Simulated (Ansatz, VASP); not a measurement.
One calculation of ZnSnP2, two programs

```
Zn Sn P
1.0
    -2.78553    2.78553    5.59346
     2.78553   -2.78553    5.59346
     2.78553    2.78553   -5.59346
Zn Sn P
2 2 4
Direct
  0.75000 0.25000 0.50000
  0.00000 0.00000 0.00000
  0.25000 0.75000 0.50000
  0.50000 0.50000 0.00000
  0.37500 0.34900 0.47400
  0.65100 0.12500 0.02600
  0.09900 0.62500 0.97400
  0.87500 0.90100 0.52600
```

Alike in both runs: functional LDA; k mesh 8 × 8 × 8; occupations gaussian, width 0.02 eV; no spin polarisation.

Ansatz relaxed the structure, and its values are those at the end. VASP's run is a single point on that final structure, the one shown.

|  | VASP | Ansatz |
| --- | --- | --- |
| version | VASP 6.6.1 | Ansatz 0.2.0 |
| potentials or method | VASP PAW LDA potentials, release 64 (Zn, Sn_d, P), cutoff 500 eV | scalar-relativistic, plane waves, PAW |
| valence electrons in the cell | 72 | 72 |

```csv
,VASP,Ansatz,Ansatz less VASP
gap on the k mesh at the Fermi level (eV),0.84,0.81,-0.035
least direct gap on the mesh (eV),0.84,0.81,-0.035
pressure (GPa),0.1,0.0,-0.08
rms of the force components (eV/Å),0.011,0.000,-0.0107
```

LDA's correlation is that of Perdew and Zunger in VASP and of Perdew and Wang (1992) in Ansatz.
